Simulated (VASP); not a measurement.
# SrO (Fm-3m) in VASP: notebook

SrO is run at these levels: PBE; tasks: single point.

Everything below comes from runs of VASP 6.6.1. Logs are shortened: lines on timing, memory, paths and dates and some standing lists are left out, and cuts for length are marked.

### Step 1. The cell of the first run

Symmetry: Fm-3m, No. 225, cubic system. Conventional cell: a = 5.195 Å, b = 5.195 Å, c = 5.195 Å, α = 90.00°, β = 90.00°, γ = 90.00°. Within 3.4 Å of Sr (site symmetry m-3m) lie 6 O at 2.60 Å. O (site symmetry m-3m) has 6 Sr at 2.60 Å within 3.4 Å.

### Step 2. Single point, PBE

Contents of INCAR:

```
PREC     = Accurate       # precision mode
ENCUT    = 600            # plane-wave cutoff, eV
EDIFF    = 1E-6           # SCF threshold, eV
ISMEAR   = 0              # smearing method
SIGMA    = 0.02           # smearing width, eV
LREAL    = False          # projectors in reciprocal space
LASPH    = True           # aspherical terms in the spheres
NELM     = 120            # most SCF steps
ALGO     = Normal         # electronic algorithm
ISIF     = 2              # what is computed and relaxed
LWAVE    = False          # write WAVECAR
LCHARG   = False          # write CHGCAR
GGA      = PE             # functional
NBANDS   = 15             # bands
GGA_COMPAT= False
```

Contents of KPOINTS:

```
Automatic mesh
0
Gamma
  8 8 8
```

Contents of POSCAR:

```
SrO
1.0
    0.0000000000      2.5973742693      2.5973742693
    2.5973742693      0.0000000000      2.5973742693
    2.5973742693      2.5973742693      0.0000000000
Sr O
1 1
Direct
    0.0000000000      0.0000000000      0.0000000000
    0.5000000000      0.5000000000      0.5000000000
```

Potentials or basis: VASP PAW PBE potentials, release 64 (Sr_sv, O).

The run is started by

```console
> cat potpaw_PBE.64/Sr_sv/POTCAR potpaw_PBE.64/O/POTCAR > POTCAR
> mpirun -np 1 vasp_std > vasp.out
```

OUTCAR:

```text
PREC = Accurate
   ENCUT = 600
   EDIFF = 1E-6
   ISMEAR = 0
   LREAL = False
   LASPH = True
   NELM = 120
   ISIF = 2
   GGA = PE

 ion  position               nearest neighbor table
   1  0.000  0.000  0.000-   2 2.60   2 2.60   2 2.60   2 2.60   2 2.60   2 2.60
   2  0.500  0.500  0.500-   1 2.60   1 2.60   1 2.60   1 2.60   1 2.60   1 2.60

  LATTYP: Found a face centered cubic cell.
 ALAT       =     5.1947485386

  Lattice vectors:

 A1 = (   0.0000000000,   2.5973742693,   2.5973742693)
 A2 = (   2.5973742693,   0.0000000000,   2.5973742693)
 A3 = (   2.5973742693,   2.5973742693,   0.0000000000)

Analysis of symmetry for initial positions (statically):
=====================================================================
 Subroutine PRICEL returns:
 Original cell was already a primitive cell.

 Routine SETGRP: Setting up the symmetry group for a
 face centered cubic supercell.

 Subroutine GETGRP returns: Found 48 space group operations
 (whereof 48 operations were pure point group operations)
 out of a pool of 48 trial point group operations.

The static configuration has the point symmetry O_h .

Analysis of symmetry for dynamics (positions and initial velocities):
=====================================================================
 Subroutine PRICEL returns:
 Original cell was already a primitive cell.

 Routine SETGRP: Setting up the symmetry group for a
 face centered cubic supercell.

 Subroutine GETGRP returns: Found 48 space group operations
 (whereof 48 operations were pure point group operations)
 out of a pool of 48 trial point group operations.

The dynamic configuration has the point symmetry O_h .

 Subroutine INISYM returns: Found 48 space group operations
 (whereof 48 operations are pure point group operations),
 and found     1 'primitive' translations

----------------------------------------------------------------------------------------

                                     Primitive cell

  volume of cell :      35.0456

  direct lattice vectors                    reciprocal lattice vectors
     0.000000000  2.597374269  2.597374269    -0.192502099  0.192502099  0.192502099
     2.597374269  0.000000000  2.597374269     0.192502099 -0.192502099  0.192502099
     2.597374269  2.597374269  0.000000000     0.192502099  0.192502099 -0.192502099

  length of vectors
     3.673241918  3.673241918  3.673241918     0.333423417  0.333423417  0.333423417

  position of ions in fractional coordinates (direct lattice)
     0.000000000  0.000000000  0.000000000
     0.500000000  0.500000000  0.500000000

  ion indices of the primitive-cell ions
   primitive index   ion index
                 1           1
                 2           2

----------------------------------------------------------------------------------------

 KPOINTS: Automatic mesh

Automatic generation of k-mesh.
 Grid dimensions read from file:
 generate k-points for:    8    8    8

 Generating k-lattice:

  Cartesian coordinates                     Fractional coordinates (reciprocal lattice)
    -0.024062762  0.024062762  0.024062762     0.125000000  0.000000000  0.000000000
     0.024062762 -0.024062762  0.024062762     0.000000000  0.125000000  0.000000000
     0.024062762  0.024062762 -0.024062762     0.000000000  0.000000000  0.125000000

  Length of vectors
     0.041677927  0.041677927  0.041677927

  Shift w.r.t. Gamma in fractional coordinates (k-lattice)
     0.000000000  0.000000000  0.000000000

 Subroutine IBZKPT returns following result:
 ===========================================

 Found     29 irreducible k-points:

 Following reciprocal coordinates:
            Coordinates               Weight
  0.000000  0.000000  0.000000      1.000000
  0.125000  0.000000  0.000000      8.000000
  0.250000  0.000000  0.000000      8.000000
  0.375000  0.000000  0.000000      8.000000
  0.500000  0.000000  0.000000      4.000000
  0.125000  0.125000  0.000000      6.000000
[... 16 lines left out ...]
  0.500000  0.250000  0.125000     48.000000
 -0.375000  0.250000  0.125000     24.000000
 [... further k-points ...]
   k-points           NKPTS =     29   k-points in BZ     NKDIM =     29   number of bands    NBANDS=     15
   number of dos      NEDOS =    301   number of ions     NIONS =      2
   total plane-waves  NPLWV =  27000
   dimension x,y,z NGX =    30 NGY =   30 NGZ =   30
   dimension x,y,z NGXF=    60 NGYF=   60 NGZF=   60
   ions per type =               1   1
   NGX,Y,Z   is equivalent  to a cutoff of  13.58, 13.58, 13.58 a.u.
   NGXF,Y,Z  is equivalent  to a cutoff of  27.16, 27.16, 27.16 a.u.
 SYSTEM =  unknown system
   PREC   = accura    normal or accurate (medium, high low for compatibility)
   ISTART =      0    job   : 0-new  1-cont  2-samecut
   ICHARG =      2    charge: 1-file 2-atom 10-const
   ISPIN  =      1    spin polarized calculation?
   LNONCOLLINEAR =      F non collinear calculations
   LSORBIT =      F    spin-orbit coupling
   LASPH  =      T    aspherical Exc in radial PAW
   ENCUT  =  600.0 eV  44.10 Ry    6.64 a.u.   7.34  7.34  7.34*2*pi/ulx,y,z
   NELM   =    120;   NELMIN=  2; NELMDL= -5     # of ELM steps
   EDIFF  = 0.1E-05   stopping-criterion for ELM
   LREAL  =      F    real-space projection
   EDIFFG = 0.1E-04   stopping-criterion for IOM
   NSW    =      0    number of steps for IOM
   IBRION =     -1    ionic relax: 0-MD 1-quasi-New 2-CG
   NFREE  =      0    steps in history (QN), initial steepest desc. (CG)
   ISIF   =      2    stress and relaxation
   ISYM   =      2    0-nonsym 1-usesym 2-fastsym
   POTIM  = 0.5000    time-step for ionic-motion
   TEBEG  =    0.0;   TEEND  =   0.0 temperature during run
   PSTRESS=    0.0 pullay stress
   NELECT =      16.0000    total number of electrons
   NUPDOWN=      -1.0000    fix difference up-down
   EMIN   =  10.00;   EMAX   =-10.00  energy-range for DOS
   EFERMI =   0.00;   METHOD = LEGACY
   ISMEAR =     0;   SIGMA  =   0.02  broadening in eV -4-tet -1-fermi 0-gaus
   EFERMI_NEDOS =   21; number of points for ismear=-14 and -15
   IALGO  =     38    algorithm
   IMIX   =      4    mixing-type and parameters
     AMIX     =   0.40;   BMIX     =  1.00
     AMIX_MAG =   1.60;   BMIX_MAG =  1.00
  volume/ion in A,a.u.               =      17.52       118.25
  Fermi-wavevector in a.u.,A,eV,Ry     =   1.260580  2.382150 21.620488  1.589061
  Thomas-Fermi vector in A             =   2.394082
   LORBIT       =      0    0 simple, 1 ext, 2 COOP (PROOUT), +10 PAW based schemes
   GGA     = PE    functional components
   LHFCALC =     F    Hartree Fock is set to
   AEXX    =    0.0000 exact exchange contribution
   IVDW    =     0    specifies the selected vdW correction
   LEPSILON=     F    determine dielectric tensor
   LRPA    =     F    only Hartree local field effects (RPA)
 non-spin polarized calculation
 Gauss-broadening in eV      SIGMA  =   0.02
  energy-cutoff  :      600.00
  volume of cell :       35.05
 maximum number of plane-waves:      1211
 NGX is ok and might be reduce to    30
   NGX = 15   NGY = 15   NGZ = 15

 number of electron      16.0000000 magnetization

 Free energy of the ion-electron system (eV)
  ---------------------------------------------------
  ext. energy  EPLUGINS =         0.00000000
  ---------------------------------------------------
  free energy    TOTEN  =       -12.05627626 eV

  energy without entropy =      -12.05627626  energy(sigma->0) =      -12.05627626

 E-fermi :   1.7299     XC(G=0):  -9.8824

 val. band max:        1.5198969811   @ k =   0.0000   0.0000   0.0000
 cond. band min:       4.8014181154   @ k =   0.5000   0.5000   0.0000
 fundamental gap:      3.2815211343
 Fermi energy:         1.7299129453

 k-point     1 :       0.0000    0.0000    0.0000
  band No.  band energies     occupation
      1     -30.9774      2.00000
      2     -13.5315      2.00000
      3     -12.6455      2.00000
      4     -12.6455      2.00000
      5     -12.6455      2.00000
      6       1.5199      2.00000
      7       1.5199      2.00000
      8       1.5199      2.00000
      9       5.2888      0.00000
     10       7.6630      0.00000
     11       7.6630      0.00000
     12       7.6630      0.00000
     13       9.7621      0.00000
     14       9.7621      0.00000
     15      14.0816      0.00000

 k-point     2 :       0.1250    0.0000    0.0000
  band No.  band energies     occupation
      1     -30.9600      2.00000
      2     -13.9039      2.00000
      3     -12.6569      2.00000
      4     -12.6569      2.00000
      5     -12.3166      2.00000
      6       1.0756      2.00000
      7       1.3339      2.00000
      8       1.3339      2.00000
      9       5.9756      0.00000
     10       7.5156      0.00000
     11       7.9580      0.00000
     12       7.9580      0.00000
     13      10.1488      0.00000
     14      10.1488      0.00000
     15      15.0436      0.00000

 k-point     3 :       0.2500    0.0000    0.0000
  band No.  band energies     occupation
      1     -30.9176      2.00000
      2     -14.4561      2.00000
      3     -12.6840      2.00000
      4     -12.6840      2.00000
      5     -11.8701      2.00000
      6       0.2727      2.00000
      7       0.9308      2.00000
      8       0.9308      2.00000
      9       7.3698      0.00000
     10       7.5570      0.00000
     11       8.7571      0.00000
     12       8.7571      0.00000
     13      11.1189      0.00000
     14      11.1189      0.00000
     15      16.9377      0.00000

 k-point     4 :       0.3750    0.0000    0.0000
  band No.  band energies     occupation
      1     -30.8748      2.00000
      2     -14.8617      2.00000
      3     -12.7107      2.00000
      4     -12.7107      2.00000
      5     -11.5704      2.00000
      6      -0.3582      2.00000
      7       0.5767      2.00000
      8       0.5767      2.00000
      9       7.7254      0.00000
     10       9.0110      0.00000
     11       9.7255      0.00000
     12       9.7255      0.00000
     13      12.3314      0.00000
     14      12.3314      0.00000
     15      16.6194      0.00000
[... 307 lines left out ...]
 k-point    22 :       0.3750    0.2500    0.1250
  band No.  band energies     occupation
      1     -30.8868      2.00000
      2     -14.4779      2.00000
      3     -12.8795      2.00000
      4     -12.7377      2.00000
      5     -11.9051      2.00000
      6       0.0935      2.00000
      7       0.8541      2.00000
      8       1.2408      2.00000
      9       6.5378      0.00000
     10       7.8354      0.00000
     11       9.6021      0.00000
     12       9.9240      0.00000
     13      11.2786      0.00000
     14      12.0373      0.00000
     15      17.6874      0.00000

 k-point    23 :       0.5000    0.2500    0.1250
  band No.  band energies     occupation
      1     -30.8528      2.00000
      2     -14.6390      2.00000
      3     -12.9752      2.00000
      4     -12.8037      2.00000
      5     -11.8306      2.00000
      6       0.0158      2.00000
      7       0.6268      2.00000
      8       1.0013      2.00000
      9       7.0164      0.00000
     10       8.5123      0.00000
     11      10.2105      0.00000
     12      10.4203      0.00000
     13      12.3241      0.00000
     14      13.2542      0.00000
     15      15.4516      0.00000

 k-point    24 :      -0.3750    0.2500    0.1250
  band No.  band energies     occupation
      1     -30.8386      2.00000
      2     -14.7026      2.00000
      3     -12.9963      2.00000
      4     -12.8517      2.00000
      5     -11.8012      2.00000
      6      -0.0180      2.00000
      7       0.6847      2.00000
      8       0.7485      2.00000
      9       7.7759      0.00000
     10       8.1308      0.00000
     11      10.5724      0.00000
     12      10.8202      0.00000
     13      12.8291      0.00000
     14      14.1275      0.00000
     15      14.4962      0.00000

 [... further k-points ...]

------------------------ aborting loop because EDIFF is reached ----------------------------------------

  FORCE on cell =-STRESS in cart. coord.  units (eV):
  Direction    XX          YY          ZZ          XY          YZ          ZX
  --------------------------------------------------------------------------------------
  -------------------------------------------------------------------------------------
  Total        0.0950721      0.0950721      0.0950721      0.0000000     -0.0000000      0.0000000
  in kB        4.3464052      4.3464052      4.3464052      0.0000000     -0.0000000      0.0000000
  external PRESSURE =       4.3464052 kB  Pullay stress =       0.0000000 kB

 VOLUME and BASIS-vectors are now :
 -----------------------------------------------------------------------------
  energy-cutoff  :      600.00
  volume of cell :       35.05
      direct lattice vectors                 reciprocal lattice vectors
     0.000000000  2.597374269  2.597374269    -0.192502099  0.192502099  0.192502099
     2.597374269  0.000000000  2.597374269     0.192502099 -0.192502099  0.192502099
     2.597374269  2.597374269  0.000000000     0.192502099  0.192502099 -0.192502099

 POSITION                                       TOTAL-FORCE (eV/Angst)
 -----------------------------------------------------------------------------------
      0.00000      0.00000      0.00000        -0.000000      0.000000      0.000000
      2.59737      2.59737      2.59737         0.000000      0.000000     -0.000000
 -----------------------------------------------------------------------------------
    total drift:                                0.000000      0.000000      0.000000

  FREE ENERGIE OF THE ION-ELECTRON SYSTEM (eV)
  ---------------------------------------------------
  free  energy   TOTEN  =       -12.0562762634 eV

  energy  without entropy=      -12.0562762634  energy(sigma->0) =      -12.05627626
```

It took 32 s on 1 thread of Intel Xeon 8259CL, shared host; peak memory 0.18 GiB.

What came out:

| Quantity | Value |
| --- | --- |
| Free energy | -12.0563 eV |
| Pressure | 0.4 GPa |
| Band gap on the k mesh | 3.28 eV (least direct gap 3.39 eV) |

### Step 3. Single point, PBE

Contents of INCAR:

```
SYSTEM = SrO
ALGO     = Normal         ! electronic algorithm
EDIFF    = 1E-6           ! SCF threshold, eV
ENCUT    = 600            ! plane-wave cutoff, eV
GGA      = PE             ! functional
GGA_COMPAT= .False.      
ISIF     = 2              ! what is computed and relaxed
ISMEAR   = 0              ! smearing method
LASPH    = .True.         ! aspherical terms in the spheres
LCHARG   = .False.        ! write CHGCAR
LREAL    = .False.        ! projectors in reciprocal space
LWAVE    = .False.        ! write WAVECAR
NBANDS   = 15             ! bands
NELM     = 120            ! most SCF steps
PREC     = Accurate       ! precision mode
SIGMA    = 0.02           ! smearing width, eV
```

Contents of KPOINTS:

```
k-points
0
Gamma
  8 8 8
  0 0 0
```

POSCAR is that of step 2.

Potentials or basis: VASP PAW PBE potentials, release 64 (Sr_sv, O).

The run is started by

```console
> cat potpaw_PBE.64/Sr_sv/POTCAR potpaw_PBE.64/O/POTCAR > POTCAR
> mpirun -np 1 vasp_std > vasp.out
```

Wall time 35 s (1 thread of Intel Xeon 8259CL, shared host); peak memory 0.18 GiB.

It converged, with:

```
Free energy            : -12.0563 eV
Pressure               : 0.4 GPa
Band gap on the k mesh : 3.28 eV (least direct gap 3.39 eV)
```

Levels at points of the mesh, in eV from the valence-band top:
```tsv
k point	band 4	band 5	band 6	band 7	band 8	band 9	band 10	band 11	band 12	band 13
(0.00, 0.00, 0.00)	-14.17	-14.17	0.00	0.00	0.00	3.77	6.14	6.14	6.14	8.24
(0.50, 0.00, 0.00)	-14.24	-12.99	-2.11	-1.08	-1.08	6.42	8.21	8.67	8.67	11.62
(0.50, 0.50, 0.00)	-14.50	-14.50	-0.48	-0.11	-0.11	3.28	7.57	9.97	10.11	10.85
```
